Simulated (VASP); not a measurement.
Write the native input for VASP 6.6.1 that does the following.

```yaml
Task: single point
Functional: PBEsol
Potentials_or_basis: VASP PAW PBE potentials, release 64 (Na_pv)
Cutoff: 520 eV
k_mesh: 12 × 12 × 14
Occupations: gaussian, width 0.1 eV
Spin: no spin polarisation
Dipole_correction: no
Further_INCAR_settings: ALGO = Fast; EDIFF = 1e-06; NBANDS = 10
```

The structure of Na lies in POSCAR:

```
Na
1.0
   -1.7723415755      1.8180369633      2.5496855310
    1.7999274896     -1.8823337687      2.6154735923
    1.7998728595      1.9098650527     -2.5957220676
Na
1
Direct
    0.0000000000      0.0000000000      0.0000000000
```

This cell differs from its parent crystal: the cell strained at random.

These files were run (other wordings do the same):

INCAR

```
SYSTEM = Na
ALGO = Fast ; EDIFF = 1E-6
ENCUT = 520 ; GGA = PS
ISIF = 2 ; ISMEAR = 0
LASPH = .True. ; LCHARG = .True.
LELF = .True. ; LREAL = .False.
LVHAR = .True. ; LWAVE = .False.
NBANDS = 10 ; NELM = 60
PREC = Accurate ; SIGMA = 0.1
```

KPOINTS

```
k-points
0
Gamma
  12 12 14
  0 0 0
```

Potentials or basis: VASP PAW PBE potentials, release 64 (Na_pv).

Command:

```console
$ cat potpaw_PBE.64/Na_pv/POTCAR > POTCAR
$ mpirun -np 1 vasp_std > vasp.out
```

It gave:

* Pressure: 0.5 GPa
* Band gap on the k mesh: zero (an odd number of electrons rules out a gap without spin polarisation)

Caveat: the cell differs from its parent crystal (the cell strained at random); the PAW data sets were made with another functional, which shifts forces and pressure a little.

Run time: 3.6 min on 1 thread of Intel(R) Xeon(R) Platinum 8259CL CPU @ 2.50GHz (Skylake/Cascade Lake), on a shared host, peak memory 0.37 GiB.
